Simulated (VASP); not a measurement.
Input of a VASP 6.6.1 run:

INCAR

```
PREC = Accurate
ENCUT = 600
EDIFF = 1E-7
ISMEAR = 0
SIGMA = 0.1
LREAL = False
LASPH = True
NELM = 100
ALGO = Normal
ISIF = 3
LWAVE = False
LCHARG = False
GGA = PE
IBRION = 2
NSW = 100
EDIFFG = -0.01
```

The input KPOINTS:

```
regular mesh
0
Gamma
  10 10 6
```

File POSCAR:

```
CdH6
1.0
    3.8612772382      0.0000000000      0.0000000000
    0.0000000000      3.8612772382      0.0000000000
    0.0000000000      0.0000000000      7.4035440374
Cd H
1 6
Direct
    0.5000000000      0.5000000000      0.5000000000
    0.9031734255      0.5000000000      0.0000000000
    0.0968265745      0.5000000000      0.0000000000
    0.5000000000      0.9031734255      0.0000000000
    0.5000000000      0.0968265745      0.0000000000
    0.0000000000      0.5000000000      0.5000000000
    0.5000000000      0.0000000000      0.5000000000
```

Potentials or basis: VASP PAW PBE potentials, release 64 (Cd, H).

The run is started by

```bash
$ cat potpaw_PBE.64/Cd/POTCAR potpaw_PBE.64/H/POTCAR > POTCAR
$ mpirun -np 1 vasp_std > vasp.out
```

Estimate the relaxed cell.

a = 3.861 Å, b = 3.861 Å, c = 7.403 Å, α = 90.00°, β = 90.00°, γ = 90.00°.

Predict the space group after relaxing (to 0.05 Å).

P4/mmm (No. 123).

What does it give for the relaxed volume?

15.77 Å³/atom.

Final structure:
```yaml
crystal:
  lattice:
    - [3.86108, 0.00000, 0.00000]
    - [0.00000, 3.86108, 0.00000]
    - [0.00000, 0.00000, 7.40329]
  atoms:
    - { symbol: Cd, position: [0.50000, 0.50000, 0.50000] }
    - { symbol: H, position: [0.90325, 0.50000, 0.00000] }
    - { symbol: H, position: [0.09675, 0.50000, 0.00000] }
    - { symbol: H, position: [0.50000, 0.90325, 0.00000] }
    - { symbol: H, position: [0.50000, 0.09675, 0.00000] }
    - { symbol: H, position: [0.00000, 0.50000, 0.50000] }
    - { symbol: H, position: [0.50000, 0.00000, 0.50000] }
```
